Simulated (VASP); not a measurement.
A run of VASP 6.6.1:

INCAR

```
PREC = Accurate ; ENCUT = 520
EDIFF = 1E-6 ; ISMEAR = -1
SIGMA = 0.05 ; LREAL = F
LASPH = T ; NELM = 60
ALGO = Normal ; ISIF = 2
LWAVE = F ; LCHARG = F
GGA = PE ; NBANDS = 20
```

File KPOINTS:

```
Automatic mesh
0
Gamma
  14 14 7
```

File POSCAR:

```
AgRh
1.0
    2.5784844745      0.0000000000      0.0000000000
   -1.2892422373      2.2330330582      0.0000000000
    0.0000000000      0.0000000000      4.4639106697
Ag Rh
1 1
Direct
    0.0000000000      0.0000000000      0.5000000000
    0.6666666667      0.3333333333      0.0000000000
```

Potentials or basis: VASP PAW PBE potentials, release 64 (Ag, Rh_pv).

The run is started by

```console
$ cat potpaw_PBE.64/Ag/POTCAR potpaw_PBE.64/Rh_pv/POTCAR > POTCAR
$ mpirun -np 1 vasp_std > vasp.out
```

Hardware: 1 thread of Intel(R) Xeon(R) 6975P-C (Granite Rapids), on a shared host.

How long does it take, and how much memory?

It took 18 s on 1 thread of Intel(R) Xeon(R) 6975P-C (Granite Rapids), with other jobs on the host, peak memory 0.18 GiB. Counts: scf iterations 12, k points 96.
